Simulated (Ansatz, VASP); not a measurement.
## AlGa3Sb4: VASP beside Ansatz

```xyz
16
Lattice="-6.1241 6.1241 0.0000 -6.1245 -0.0004 6.1243 0.0004 6.1245 6.1243" Properties=species:S:1:pos:R:3 pbc="T T T"
Al    0.0000    0.0000   -0.0026
Al   -3.0621    3.0621   -0.0026
Ga   -3.0632   -0.0011    3.0621
Ga    0.0011    3.0632    3.0621
Ga   -6.1252    3.0609    3.0621
Ga   -3.0609    6.1252    3.0621
Ga   -3.0621    3.0621    6.1264
Ga   -6.1241    6.1241    6.1264
Sb  -10.7132    7.6592    7.6599
Sb   -7.6511    4.5971    7.6599
Sb   -7.6552    7.6552    4.5938
Sb  -10.7172   10.7172   10.7084
Sb   -4.5931    4.5931    4.5938
Sb   -7.6552    7.6552   10.7084
Sb   -7.6592   10.7132    7.6599
Sb   -4.5971    7.6511    7.6599
```

Alike in both runs: functional PBEsol; k mesh 6 × 6 × 6; occupations gaussian, width 0.01 eV; no spin polarisation.

Ansatz relaxed the structure, and its values are those at the end. VASP's run is a single point on that final structure, the one shown.

```csv
,VASP,Ansatz
version,VASP 6.6.1,Ansatz 0.2.0
potentials or method,"VASP PAW PBE potentials, release 64 (Al, Ga_d, Sb), cutoff 500 eV","scalar-relativistic, plane waves, PAW"
valence electrons in the cell,124,204
```

|  | VASP | Ansatz | Ansatz less VASP |
| --- | --- | --- | --- |
| gap on the k mesh at the Fermi level (eV) | 0.17 | 0.16 | -0.008 |
| least direct gap on the mesh (eV) | 0.17 | 0.16 | -0.008 |
| pressure (GPa) | 0.1 | 0.0 | -0.15 |
| rms of the force components (eV/Å) | 0.008 | 0.002 | -0.0063 |

VASP's potentials were made for PBE, not for PBEsol. With one functional, cell and mesh, what is left measures potentials, basis and numerics. VASP's potentials hold 124 valence electrons a cell and Ansatz's 204, so a difference there can come from the potentials and not from the codes.

Neither program's run includes spin-orbit coupling.
